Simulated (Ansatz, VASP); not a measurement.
# One calculation of Zr, two programs

Contents of INCAR:

```
SYSTEM = Zr
PREC = Accurate
ENCUT = 520
EDIFF = 1E-7
ISMEAR = -1
SIGMA = 0.1
LREAL = .FALSE.
LASPH = .TRUE.
NELM = 80
ALGO = Normal
ISIF = 2
LWAVE = .FALSE.
LCHARG = .TRUE.
GGA = CA
LELF = .TRUE.
LVHAR = .TRUE.
NBANDS = 19
```

The input KPOINTS:

```
Automatic mesh
0
G
  13 13 7
  0 0 0
```

POSCAR

```
Zr
1.0
   -1.6671670106      2.0270172909      1.4844000836
    2.0270172909     -1.6671670106      1.4844000836
    3.3972425601      3.3972425601     -0.8253336362
Zr
2
Direct
    0.0409320301      0.9590679699      1.0000000000
    0.7090679699      0.2909320301      0.5000000000
```

Input for Ansatz:

```yaml
crystal:
  lattice:
    - [-1.6671670106, 2.0270172909, 1.4844000836]
    - [2.0270172909, -1.6671670106, 1.4844000836]
    - [3.3972425601, 3.3972425601, -0.8253336362]
  atoms:
    - { symbol: Zr, position: [0.0409320301, 0.9590679699, 1.0] }
    - { symbol: Zr, position: [0.7090679699, 0.2909320301, 0.5] }
hamiltonian:
  xc: lda
  pseudopotentials:
    kind: paw
    azcp:
      Zr: "pseudopotentials/Zr.paw.azcp"
basis:
  ecutwfc: 420
  fft_grid_basis: typed
kpoints:
  mp_grid: { grid: [13, 13, 7], shift: [0, 0, 0] }
magnetization:
  spin_polarized: false
scf:
  occupations: { method: fermi_dirac, width: 0.1 }
  lower_state_search: "off"
output:
  stress: true
  write_density: true
  write_potential: true
  elf: true
  volumetric_format: npy
```

Alike in both runs: task single point; functional LDA; k mesh 13 × 13 × 7; occupations fermi-dirac, width 0.1 eV; no spin polarisation.

```csv
,VASP,Ansatz
version,VASP 6.6.1,Ansatz 0.2.0
potentials or method,"VASP PAW LDA potentials, release 64 (Zr_sv), cutoff 520 eV","plane waves (420 eV) with PAW, scalar-relativistic"
valence electrons in the cell,24,24
```

|  | VASP | Ansatz | Ansatz less VASP |
| --- | --- | --- | --- |
| pressure (GPa) | 16.4 | 16.2 | -0.14 |
| traceless stress, the component that is largest in VASP (GPa) | 1.32 | 1.28 | -0.038 |

Ansatz warns that its potentials were made for another functional, while VASP's fit it. LDA's correlation is that of Perdew and Zunger in VASP and of Perdew and Wang (1992) in Ansatz.
